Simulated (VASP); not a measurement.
**BaZrO3: vibrations by perturbation theory with LDA**

BaZrO3:

```xyz
5
Lattice="4.0970 0.0000 0.0000 0.0000 4.0970 0.0000 0.0000 0.0000 4.0970" Properties=species:S:1:pos:R:3 pbc="T T T"
Ba    0.0000    0.0000    0.0000
Zr    2.0485    2.0485    2.0485
O     0.0000    2.0485    2.0485
O     2.0485    0.0000    2.0485
O     2.0485    2.0485    0.0000
```

```
Program                : VASP 6.6.1
Task                   : vibrations by perturbation theory
Functional             : LDA
Potentials or basis    : VASP PAW LDA potentials, release 64 (Ba_sv, Zr_sv, O)
Cutoff                 : 520 eV
k mesh                 : 4 × 4 × 4
Occupations            : gaussian, width 0.01 eV
Spin                   : no spin polarisation
Dipole correction      : no
Further INCAR settings : ALGO = Normal; EDIFF = 1e-08; NBANDS = 28; IBRION = 8; NSW = 1
```

- Highest phonon frequency at Γ, LO-TO splitting left out: 585 cm⁻¹

Phonon frequencies in cm⁻¹ (negative: imaginary):
| q point | frequencies |
| --- | --- |
| (0.000, 0.000, 0.000) | -1 -1 -1 116 116 116 148 148 148 178 178 178 585 585 585 |

Run time: 5.6 min on 1 thread of Intel(R) Xeon(R) 6975P-C (Granite Rapids), on a shared host, peak memory 0.26 GiB.

Caveat: the k points lie up to 0.38 Å⁻¹ apart; the cell stands under pressure or tension, which shifts response properties.
